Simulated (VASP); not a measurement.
TlBr, 2 atoms in the cell. It takes space group Pm-3m (No. 221, cubic). The conventional cell has a = 4.130 Å, b = 4.130 Å, c = 4.130 Å, α = 90.00°, β = 90.00°, γ = 90.00°. Within 4.7 Å of Tl (site symmetry m-3m) lie 8 Br at 3.58 Å and 6 Tl at 4.13 Å. Within 4.7 Å of Br (site symmetry m-3m) lie 8 Tl at 3.58 Å and 6 Br at 4.13 Å. 

* Program: VASP 6.6.1
* Task: single point
* Functional: PBE
* Dispersion: D4
* Potentials or basis: VASP PAW PBE potentials, release 64 (Tl_d, Br)
* Cutoff: 500 eV
* k mesh: 6 × 6 × 6
* Occupations: fermi-dirac, width 0.02 eV
* Spin: no spin polarisation
* Dipole correction: no
* Further INCAR settings: ALGO = Normal; EDIFF = 1e-06; NBANDS = 17

Potentials or basis: VASP PAW PBE potentials, release 64 (Tl_d, Br).

Launch:

```console
$ cat potpaw_PBE.64/Tl_d/POTCAR potpaw_PBE.64/Br/POTCAR > POTCAR
$ mpirun -np 1 vasp_std > vasp.out
```

Hardware: 1 thread of Intel(R) Xeon(R) 6975P-C (Granite Rapids), on a shared host.

Problem. Estimate the wall time of this run.

Solution. Run time: 7.7 s on 1 thread of Intel(R) Xeon(R) 6975P-C (Granite Rapids), on a shared host, peak memory 0.17 GiB. Counts: scf iterations 13, k points 20.
